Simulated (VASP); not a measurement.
# MgS (P6_3mc) in VASP: further runs, part 2 of 2

VASP 6.6.1. The steps go on from the part before.

## 3. Single point, PBE

Input file INCAR:

```
SYSTEM = MgS
PREC = Accurate
ENCUT = 600
EDIFF = 1E-6
ISMEAR = -5
SIGMA = 0.1
LREAL = .FALSE.
LASPH = .TRUE.
NELM = 120
ALGO = Normal
ISIF = 2
LWAVE = .FALSE.
LCHARG = .TRUE.
GGA = PE
LELF = .TRUE.
LVHAR = .TRUE.
NBANDS = 16
GGA_COMPAT = .FALSE.
```

Input file KPOINTS:

```
Automatic mesh
0
G
  6 6 2
  0 0 0
```

Input file POSCAR:

```
MgS
1.0
    4.0346224068      0.0000000000      0.0000000000
   -2.0173112034      3.4940854990      0.0000000000
    0.0000000000      0.0000000000      6.4322941800
Mg S
2 2
Direct
    0.6666666667      0.3333333333      0.4957548500
    0.3333333333      0.6666666667      0.9957548500
    0.3333333333      0.6666666667      0.3792441500
    0.6666666667      0.3333333333      0.8792441500
```

Potentials or basis: VASP PAW PBE potentials, release 64 (Mg, S).

The run is started by

```
cat potpaw_PBE.64/Mg/POTCAR potpaw_PBE.64/S/POTCAR > POTCAR
mpirun -np 1 vasp_std > vasp.out
```

Run time: 35 s. Hardware: 1 thread of Intel Xeon Platinum 8175M at 2.50GHz (Skylake/Cascade Lake), shared host; peak memory 0.23 GiB.

The run converged. Its results:

```yaml
Free_energy: -16.9753 eV
Pressure: 0.9 GPa
Largest_force: 0.049 eV/Å
Band_gap_on_the_k_mesh: 3.43 eV
```

Forces in eV/Å, atoms in the order of the input:
```
Mg   0.000  0.000  0.049
Mg   0.000  0.000  0.049
S    0.000  0.000 -0.049
S    0.000  0.000 -0.049
```

Stress tensor (GPa, compression positive):
```
1.02 0.00 0.00
0.00 1.02 0.00
0.00 0.00 0.77
```

Levels at points of the mesh, in eV from the valence-band top:
```csv
k point,band 5,band 6,band 7,band 8,band 9,band 10,band 11,band 12
"(0.00, 0.00, 0.00)",-0.58,-0.16,-0.16,0.00,3.43,4.67,7.47,7.47
"(0.50, 0.00, 0.00)",-1.88,-1.25,-0.93,-0.48,4.72,5.20,5.80,7.49
"(0.00, 0.00, 0.50)",-0.38,-0.38,-0.38,-0.38,4.90,4.90,7.61,7.61
"(0.50, 0.00, 0.50)",-0.90,-0.90,-0.80,-0.80,4.65,4.65,6.28,6.28
```

Caveat: the k points lie up to 0.49 Å⁻¹ apart.

## 4. Single point, PBE

Input file INCAR:

```
PREC = Accurate ; ENCUT = 600
EDIFF = 1E-6 ; ISMEAR = 1
SIGMA = 0.0032 ; LREAL = F
LASPH = T ; NELM = 120
ALGO = Normal ; ISIF = 2
LWAVE = F ; LCHARG = F
GGA = PE ; NBANDS = 16
GGA_COMPAT = F
```

Input file KPOINTS:

```
Automatic mesh
0
Gamma
  6 6 2
```

POSCAR is that of step 3.

The run is started by

```
cat potpaw_PBE.64/Mg/POTCAR potpaw_PBE.64/S/POTCAR > POTCAR
mpirun -np 1 vasp_std > vasp.out
```

Wall time 34 s (1 thread of Intel Xeon Platinum 8175M at 2.50GHz (Skylake/Cascade Lake), shared host); peak memory 0.22 GiB.

Results (log left out):

```
Free energy            : -16.9753 eV
Pressure               : 0.9 GPa
Largest force          : 0.049 eV/Å
Band gap on the k mesh : 3.43 eV
```

Forces on the atoms (eV/Å):
```
Mg   0.000  0.000  0.049
Mg   0.000  0.000  0.049
S    0.000  0.000 -0.049
S    0.000  0.000 -0.049
```

Stress tensor (GPa, compression positive):
```
1.02 0.00 0.00
0.00 1.02 0.00
0.00 0.00 0.77
```

Levels at points of the mesh, in eV from the valence-band top:
| k point | band 4 | band 5 | band 6 | band 7 | band 8 | band 9 | band 10 | band 11 | band 12 | band 13 |
| --- | --- | --- | --- | --- | --- | --- | --- | --- | --- | --- |
| (0.00, 0.00, 0.00) | -0.58 | -0.58 | -0.16 | -0.16 | 0.00 | 3.43 | 4.67 | 7.47 | 7.47 | 8.21 |
| (0.50, 0.00, 0.00) | -2.45 | -1.88 | -1.25 | -0.93 | -0.48 | 4.72 | 5.20 | 5.80 | 7.49 | 8.30 |
| (0.00, 0.00, 0.50) | -1.91 | -0.38 | -0.38 | -0.38 | -0.38 | 4.90 | 4.90 | 7.61 | 7.61 | 7.62 |
| (0.50, 0.00, 0.50) | -3.11 | -0.90 | -0.90 | -0.80 | -0.80 | 4.65 | 4.65 | 6.28 | 6.28 | 9.22 |

Caveat: the k points lie up to 0.49 Å⁻¹ apart.

## 5. Single point, PBE

Input file INCAR:

```
PREC = Accurate
ENCUT = 600
EDIFF = 1E-6
ISMEAR = -4
SIGMA = 0.1
LREAL = F
LASPH = T
NELM = 120
ALGO = Normal
ISIF = 2
LWAVE = F
LCHARG = F
GGA = PE
NBANDS = 16
GGA_COMPAT = F
```

Input file KPOINTS:

```
regular mesh
0
Gamma
  6 6 2
```

POSCAR is that of step 4.

Potentials or basis: VASP PAW PBE potentials, release 64 (Mg, S).

The run is started by

```
cat potpaw_PBE.64/Mg/POTCAR potpaw_PBE.64/S/POTCAR > POTCAR
mpirun -np 1 vasp_std > vasp.out
```

OUTCAR:

```text
PREC = Accurate
   ENCUT = 600
   EDIFF = 1E-6
   ISMEAR = -4
   LREAL = F
   LASPH = T
   NELM = 120
   ISIF = 2
   GGA = PE

 ion  position               nearest neighbor table
   1  0.667  0.333  0.496-   3 2.45   3 2.45   3 2.45   4 2.47
   2  0.333  0.667  0.996-   4 2.45   4 2.45   4 2.45   3 2.47
   3  0.333  0.667  0.379-   1 2.45   1 2.45   1 2.45   2 2.47
   4  0.667  0.333  0.879-   2 2.45   2 2.45   2 2.45   1 2.47

  LATTYP: Found a hexagonal cell.
 ALAT       =     4.0346224068
[... 453 lines left out ...]

  FORCE on cell =-STRESS in cart. coord.  units (eV):
  Direction    XX          YY          ZZ          XY          YZ          ZX
  --------------------------------------------------------------------------------------
  -------------------------------------------------------------------------------------
  Total        0.5774807      0.5774807      0.4340747      0.0000000     -0.0000000      0.0000000
  in kB       10.2034194     10.2034194      7.6696006      0.0000000     -0.0000000      0.0000000
  external PRESSURE =       9.3588132 kB  Pullay stress =       0.0000000 kB

 VOLUME and BASIS-vectors are now :
 -----------------------------------------------------------------------------
  energy-cutoff  :      600.00
  volume of cell :       90.68
      direct lattice vectors                 reciprocal lattice vectors
     4.034622407  0.000000000  0.000000000     0.247854669  0.143098960  0.000000000
    -2.017311203  3.494085499  0.000000000     0.000000000  0.286197919  0.000000000
     0.000000000  0.000000000  6.432294180     0.000000000  0.000000000  0.155465526

 POSITION                                       TOTAL-FORCE (eV/Angst)
 -----------------------------------------------------------------------------------
      2.01731      1.16470      3.18884        -0.000000      0.000000      0.049342
     -0.00000      2.32939      6.40499         0.000000     -0.000000      0.049342
     -0.00000      2.32939      2.43941        -0.000000      0.000000     -0.049342
      2.01731      1.16470      5.65556         0.000000      0.000000     -0.049342
 -----------------------------------------------------------------------------------
    total drift:                               -0.000000      0.000000      0.000054

  FREE ENERGIE OF THE ION-ELECTRON SYSTEM (eV)
  ---------------------------------------------------
  free  energy   TOTEN  =       -16.9752897647 eV

  energy  without entropy=      -16.9752897647  energy(sigma->0) =      -16.97528976
```

stdout:

```text
POSCAR found type information on POSCAR MgS
 POSCAR found :  2 types and       4 ions
 scaLAPACK will be used
 LDA part: xc-table for (Slater+PW92), standard interpolation
 POSCAR, INCAR and KPOINTS ok, starting setup
 FFT: planning ... GRIDC
 FFT: planning ... GRID_SOFT
 FFT: planning ... GRID
 WAVECAR not read
 entering main loop
```

Run time: 30 s. Hardware: 1 thread of Intel Xeon Platinum 8175M at 2.50GHz (Skylake/Cascade Lake), shared host; peak memory 0.23 GiB.

Results:

```yaml
Free_energy: -16.9753 eV
Pressure: 0.9 GPa
Largest_force: 0.049 eV/Å
Band_gap_on_the_k_mesh: 3.43 eV
```

Forces in eV/Å, atoms in the order of the input:
```
Mg   0.000  0.000  0.049
Mg   0.000  0.000  0.049
S    0.000  0.000 -0.049
S    0.000  0.000 -0.049
```

Stress tensor (GPa, compression positive):
```
1.02 0.00 0.00
0.00 1.02 0.00
0.00 0.00 0.77
```

Caveat: the k points lie up to 0.49 Å⁻¹ apart.

## 6. The runs side by side

```csv
level,smearing,gap on the mesh (eV),pressure (GPa),largest force (eV/Å)
PBEsol,gaussian 0.1 eV,3.27,-0.4,0.05
PBE,tetrahedron,3.43,0.9,0.05
PBE,methfessel-paxton 0.0032 eV,3.43,0.9,0.05
```

Alike in all rows: task single point; potentials or basis VASP PAW PBE potentials, release 64 (Mg, S); no spin polarisation; cell as given; k mesh 6 × 6 × 2; cutoff (eV) 600.

Caveats: all runs use coarse meshes; the PAW data sets were made with another functional, which shifts forces and pressure a little (at least some runs).

Total energies depend on the potentials used, so only differences within one code and one set of settings carry meaning.
